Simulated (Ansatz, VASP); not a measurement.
## AlW3 in VASP and in Ansatz

```
Al W
1.0
     3.94531    0.00000    0.00000
     0.00000    3.94531    0.00000
     0.00000    0.00000    3.94531
Al W
1 3
Direct
  0.00000 0.00000 0.00000
  0.50000 0.00000 0.50000
  0.00000 0.50000 0.50000
  0.50000 0.50000 0.00000
```

Change from the starting cell: species swapped into the GaNi3 type (Pm-3m, No. 221).

Alike in both runs: task single point; functional PBE; k mesh 4 × 4 × 4; occupations gaussian, width 0.1 eV; no spin polarisation.

|  | VASP | Ansatz |
| --- | --- | --- |
| version | VASP 6.6.1 | Ansatz 0.2.0 |
| potentials or method | VASP PAW PBE potentials, release 64 (Al, W_sv), cutoff 520 eV | scalar-relativistic, plane waves, PAW |
| valence electrons in the cell | 45 | 45 |

```tsv
	VASP	Ansatz	Ansatz less VASP
gap on the k mesh at the Fermi level (eV)	none	none	-
pressure (GPa)	8.0	7.7	-0.34
```

A gap of «none» marks a metal or a gap that the smearing closes. The functional is the same, so the differences come from potentials, cutoffs and numerics.

The k mesh is coarse, so the values compare programs but aren't converged. Spin-orbit coupling is off throughout.
